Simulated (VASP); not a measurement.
# NbRu3 (P4/mmm) in VASP: further runs

Runs on NbRu3. Level: LDA. Tasks: single point.

Program: VASP 6.6.1. These are calculated values, not measurements. Logs are shortened: lines on timing, memory, paths and dates and some standing lists are left out, and cuts for length are marked.

## 1. The cell of the first run

Symmetry: P4/mmm, No. 123, tetragonal system. Conventional cell: a = 3.802 Å, b = 3.802 Å, c = 3.880 Å, α = 90.00°, β = 90.00°, γ = 90.00°. Nb (site symmetry 4/mmm) has 12 Ru at 2.69 to 2.72 Å within 3.5 Å. Within 3.5 Å of Ru (site symmetry mmm) lie 8 Ru at 2.69 to 2.72 Å and 4 Nb at 2.72 Å. Within 3.5 Å of Ru (site symmetry 4/mmm) lie 4 Nb at 2.69 Å and 8 Ru at 2.72 Å.

## 2. Single point, LDA (equal xx and yy strain of -2 %)

The input, INCAR:

```
PREC = Accurate
ENCUT = 520
EDIFF = 1E-6
ISMEAR = -1
SIGMA = 0.05
LREAL = F
LASPH = T
NELM = 100
ALGO = Normal
ISIF = 2
LWAVE = F
LCHARG = F
GGA = CA
NBANDS = 36
```

The input, KPOINTS:

```
regular mesh
0
Gamma
  9 9 9
```

The input, POSCAR:

```
NbRu3
1.0
    3.8024000000      0.0000000000      0.0000000000
    0.0000000000      3.8024000000      0.0000000000
    0.0000000000      0.0000000000      3.8800000000
Nb Ru
1 3
Direct
    0.0000000000      0.0000000000      0.0000000000
    0.0000000000      0.5000000000      0.5000000000
    0.5000000000      0.0000000000      0.5000000000
    0.5000000000      0.5000000000      0.0000000000
```

Potentials or basis: VASP PAW LDA potentials, release 64 (Nb_sv, Ru_pv).

On the command line:

```console
> cat potpaw_LDA.64/Nb_sv/POTCAR potpaw_LDA.64/Ru_pv/POTCAR > POTCAR
> mpirun -np 1 vasp_std > vasp.out
```

OUTCAR:

```text
PREC = Accurate
   ENCUT = 520
   EDIFF = 1E-6
   ISMEAR = -1
   LREAL = F
   LASPH = T
   NELM = 100
   ISIF = 2
   GGA = CA

 ion  position               nearest neighbor table
   1  0.000  0.000  0.000-   4 2.69   4 2.69   4 2.69   4 2.69   3 2.72   2 2.72   3 2.72   2 2.72
                             3 2.72   2 2.72   3 2.72   2 2.72
   2  0.000  0.500  0.500-   3 2.69   3 2.69   3 2.69   3 2.69   4 2.72   1 2.72   1 2.72   1 2.72
                             4 2.72   4 2.72   4 2.72   1 2.72
   3  0.500  0.000  0.500-   2 2.69   2 2.69   2 2.69   2 2.69   4 2.72   1 2.72   4 2.72   4 2.72
                             1 2.72   4 2.72   1 2.72   1 2.72
   4  0.500  0.500  0.000-   1 2.69   1 2.69   1 2.69   1 2.69   3 2.72   2 2.72   3 2.72   3 2.72
                             3 2.72   2 2.72   2 2.72   2 2.72

  LATTYP: Found a simple tetragonal cell.
 ALAT       =     3.8024000000
 C/A-ratio  =     1.0204081633

  Lattice vectors:

 A1 = (   3.8024000000,   0.0000000000,   0.0000000000)
 A2 = (   0.0000000000,   3.8024000000,   0.0000000000)
 A3 = (   0.0000000000,   0.0000000000,   3.8800000000)

Analysis of symmetry for initial positions (statically):
=====================================================================
 Subroutine PRICEL returns:
 Original cell was already a primitive cell.

 Routine SETGRP: Setting up the symmetry group for a
 simple tetragonal supercell.

 Subroutine GETGRP returns: Found 16 space group operations
 (whereof 16 operations were pure point group operations)
 out of a pool of 16 trial point group operations.

The static configuration has the point symmetry D_4h.

Analysis of symmetry for dynamics (positions and initial velocities):
=====================================================================
 Subroutine PRICEL returns:
 Original cell was already a primitive cell.

 Routine SETGRP: Setting up the symmetry group for a
 simple tetragonal supercell.

 Subroutine GETGRP returns: Found 16 space group operations
 (whereof 16 operations were pure point group operations)
 out of a pool of 16 trial point group operations.

The dynamic configuration has the point symmetry D_4h.

 Subroutine INISYM returns: Found 16 space group operations
 (whereof 16 operations are pure point group operations),
 and found     1 'primitive' translations

----------------------------------------------------------------------------------------

                                     Primitive cell

  volume of cell :      56.0980

  direct lattice vectors                    reciprocal lattice vectors
     3.802400000  0.000000000  0.000000000     0.262991795  0.000000000  0.000000000
     0.000000000  3.802400000  0.000000000     0.000000000  0.262991795  0.000000000
     0.000000000  0.000000000  3.880000000     0.000000000  0.000000000  0.257731959

  length of vectors
     3.802400000  3.802400000  3.880000000     0.262991795  0.262991795  0.257731959

  position of ions in fractional coordinates (direct lattice)
     0.000000000  0.000000000  0.000000000
     0.000000000  0.500000000  0.500000000
     0.500000000  0.000000000  0.500000000
     0.500000000  0.500000000  0.000000000

  ion indices of the primitive-cell ions
   primitive index   ion index
                 1           1
                 2           2
                 3           3
                 4           4

----------------------------------------------------------------------------------------

 KPOINTS: regular mesh

Automatic generation of k-mesh.
 Grid dimensions read from file:
 generate k-points for:    9    9    9

 Generating k-lattice:

  Cartesian coordinates                     Fractional coordinates (reciprocal lattice)
     0.029221311  0.000000000  0.000000000     0.111111111  0.000000000  0.000000000
     0.000000000  0.029221311  0.000000000     0.000000000  0.111111111  0.000000000
     0.000000000  0.000000000  0.028636884     0.000000000  0.000000000  0.111111111

  Length of vectors
     0.029221311  0.029221311  0.028636884

  Shift w.r.t. Gamma in fractional coordinates (k-lattice)
     0.000000000  0.000000000  0.000000000

 Subroutine IBZKPT returns following result:
 ===========================================

 Found     75 irreducible k-points:

 Following reciprocal coordinates:
            Coordinates               Weight
  0.000000  0.000000  0.000000      1.000000
  0.111111  0.000000  0.000000      4.000000
  0.222222  0.000000  0.000000      4.000000
  0.333333  0.000000  0.000000      4.000000
  0.444444  0.000000  0.000000      4.000000
  0.111111  0.111111  0.000000      4.000000
[... 16 lines left out ...]
  0.333333  0.111111  0.111111     16.000000
  0.444444  0.111111  0.111111     16.000000
 [... further k-points ...]
   k-points           NKPTS =     75   k-points in BZ     NKDIM =     75   number of bands    NBANDS=     36
   number of dos      NEDOS =    301   number of ions     NIONS =      4
   total plane-waves  NPLWV =  23520
   dimension x,y,z NGX =    28 NGY =   28 NGZ =   30
   dimension x,y,z NGXF=    56 NGYF=   56 NGZF=   60
   ions per type =               1   3
   NGX,Y,Z   is equivalent  to a cutoff of  12.24, 12.24, 12.85 a.u.
   NGXF,Y,Z  is equivalent  to a cutoff of  24.48, 24.48, 25.71 a.u.
 SYSTEM =  unknown system
   PREC   = accura    normal or accurate (medium, high low for compatibility)
   ISTART =      0    job   : 0-new  1-cont  2-samecut
   ICHARG =      2    charge: 1-file 2-atom 10-const
   ISPIN  =      1    spin polarized calculation?
   LNONCOLLINEAR =      F non collinear calculations
   LSORBIT =      F    spin-orbit coupling
   LASPH  =      T    aspherical Exc in radial PAW
   ENCUT  =  520.0 eV  38.22 Ry    6.18 a.u.   7.07  7.07  7.21*2*pi/ulx,y,z
   NELM   =    100;   NELMIN=  2; NELMDL= -5     # of ELM steps
   EDIFF  = 0.1E-05   stopping-criterion for ELM
   LREAL  =      F    real-space projection
   EDIFFG = 0.1E-04   stopping-criterion for IOM
   NSW    =      0    number of steps for IOM
   IBRION =     -1    ionic relax: 0-MD 1-quasi-New 2-CG
   NFREE  =      0    steps in history (QN), initial steepest desc. (CG)
   ISIF   =      2    stress and relaxation
   ISYM   =      2    0-nonsym 1-usesym 2-fastsym
   POTIM  = 0.5000    time-step for ionic-motion
   TEBEG  =    0.0;   TEEND  =   0.0 temperature during run
   PSTRESS=    0.0 pullay stress
   NELECT =      55.0000    total number of electrons
   NUPDOWN=      -1.0000    fix difference up-down
   EMIN   =  10.00;   EMAX   =-10.00  energy-range for DOS
   EFERMI =   0.00;   METHOD = LEGACY
   ISMEAR =    -1;   SIGMA  =   0.05  broadening in eV -4-tet -1-fermi 0-gaus
   EFERMI_NEDOS =   21; number of points for ismear=-14 and -15
   IALGO  =     38    algorithm
   IMIX   =      4    mixing-type and parameters
     AMIX     =   0.40;   BMIX     =  1.00
     AMIX_MAG =   1.60;   BMIX_MAG =  1.00
  volume/ion in A,a.u.               =      14.02        94.64
  Fermi-wavevector in a.u.,A,eV,Ry     =   1.626347  3.073351 35.987484  2.645005
  Thomas-Fermi vector in A             =   2.719321
   LORBIT       =      0    0 simple, 1 ext, 2 COOP (PROOUT), +10 PAW based schemes
   GGA     = CA    functional components
   LHFCALC =     F    Hartree Fock is set to
   AEXX    =    0.0000 exact exchange contribution
   IVDW    =     0    specifies the selected vdW correction
   LEPSILON=     F    determine dielectric tensor
   LRPA    =     F    only Hartree local field effects (RPA)
 non-spin polarized calculation
  energy-cutoff  :      520.00
  volume of cell :       56.10
 maximum number of plane-waves:      1530
   NGX = 15   NGY = 15   NGZ = 15

 number of electron      55.0000017 magnetization

 Free energy of the ion-electron system (eV)
  ---------------------------------------------------
  ext. energy  EPLUGINS =         0.00000000
  ---------------------------------------------------
  free energy    TOTEN  =       -43.83330240 eV

  energy without entropy =      -43.79156510  energy(sigma->0) =      -43.81243375

 E-fermi :  12.7263     XC(G=0): -14.1486

 val. band max:       12.7223898208   @ k =   0.2222   0.1111   0.3333
 cond. band min:      12.7366009568   @ k =   0.2222   0.1111   0.1111
 fundamental gap:      0.0142111360
 Fermi energy:        12.7262988743

 k-point     1 :       0.0000    0.0000    0.0000
  band No.  band energies     occupation
      1     -41.6363      2.00000
      2     -29.8968      2.00000
      3     -29.8968      2.00000
      4     -29.8794      2.00000
      5     -29.4528      2.00000
      6     -29.4528      2.00000
[... 28 lines left out ...]
     35      17.6523      0.00000
     36      17.6528      0.00000

 k-point     2 :       0.1111    0.0000    0.0000
  band No.  band energies     occupation
      1     -41.6366      2.00000
      2     -29.8839      2.00000
      3     -29.8770      2.00000
      4     -29.8674      2.00000
      5     -29.4562      2.00000
      6     -29.4545      2.00000
[... 28 lines left out ...]
     35      17.6387      0.00000
     36      18.5226      0.00000

 k-point     3 :       0.2222    0.0000    0.0000
  band No.  band energies     occupation
      1     -41.6374      2.00000
      2     -29.8480      2.00000
      3     -29.8341      2.00000
      4     -29.8200      2.00000
      5     -29.4681      2.00000
      6     -29.4586      2.00000
[... 28 lines left out ...]
     35      17.6082      0.00000
     36      20.0531      0.00000
[... 742 lines left out ...]
 k-point    23 :       0.3333    0.1111    0.1111
  band No.  band energies     occupation
      1     -41.6380      2.00000
      2     -29.8510      2.00000
      3     -29.7471      2.00000
      4     -29.6868      2.00000
      5     -29.5519      2.00000
      6     -29.5170      2.00000
[... 28 lines left out ...]
     35      16.9381      0.00000
     36      21.3125      0.00000

 k-point    24 :       0.4444    0.1111    0.1111
  band No.  band energies     occupation
      1     -41.6383      2.00000
      2     -29.8121      2.00000
      3     -29.7008      2.00000
      4     -29.6415      2.00000
      5     -29.5931      2.00000
      6     -29.5541      2.00000
[... 28 lines left out ...]
     35      16.8705      0.00000
     36      22.3639      0.00000

 [... further k-points ...]

------------------------ aborting loop because EDIFF is reached ----------------------------------------

  FORCE on cell =-STRESS in cart. coord.  units (eV):
  Direction    XX          YY          ZZ          XY          YZ          ZX
  --------------------------------------------------------------------------------------
  -------------------------------------------------------------------------------------
  Total        0.6614417      0.6614417     -0.7056832      0.0000000      0.0000000      0.0000000
  in kB       18.8909958     18.8909958    -20.1545452      0.0000000      0.0000000      0.0000000
  external PRESSURE =       5.8758155 kB  Pullay stress =       0.0000000 kB

 VOLUME and BASIS-vectors are now :
 -----------------------------------------------------------------------------
  energy-cutoff  :      520.00
  volume of cell :       56.10
      direct lattice vectors                 reciprocal lattice vectors
     3.802400000  0.000000000  0.000000000     0.262991795  0.000000000  0.000000000
     0.000000000  3.802400000  0.000000000     0.000000000  0.262991795  0.000000000
     0.000000000  0.000000000  3.880000000     0.000000000  0.000000000  0.257731959

 POSITION                                       TOTAL-FORCE (eV/Angst)
 -----------------------------------------------------------------------------------
      0.00000      0.00000      0.00000         0.000000      0.000000      0.000000
      0.00000      1.90120      1.94000         0.000000      0.000000      0.000000
      1.90120      0.00000      1.94000         0.000000      0.000000      0.000000
      1.90120      1.90120      0.00000         0.000000      0.000000      0.000000
 -----------------------------------------------------------------------------------
    total drift:                                0.000000      0.000000      0.000000

  FREE ENERGIE OF THE ION-ELECTRON SYSTEM (eV)
  ---------------------------------------------------
  free  energy   TOTEN  =       -43.8333024024 eV

  energy  without entropy=      -43.7915650964  energy(sigma->0) =      -43.81243375
```

Run time: 84 s. Hardware: 1 thread of AMD EPYC 9R45 (Zen 5), shared host; peak memory 0.2 GiB.

Results:

```yaml
Free_energy: -43.8333 eV
Pressure: 0.6 GPa
Band_gap_on_the_k_mesh: zero (an odd number of electrons rules out a gap without spin polarisation)
```

Stress tensor (GPa, compression positive):
```
 1.89  0.00  0.00
 0.00  1.89  0.00
 0.00  0.00 -2.02
```

Caveat: the cell differs from its parent crystal (equal xx and yy strain of -2 %).

(Continued in part 2 of 2.)
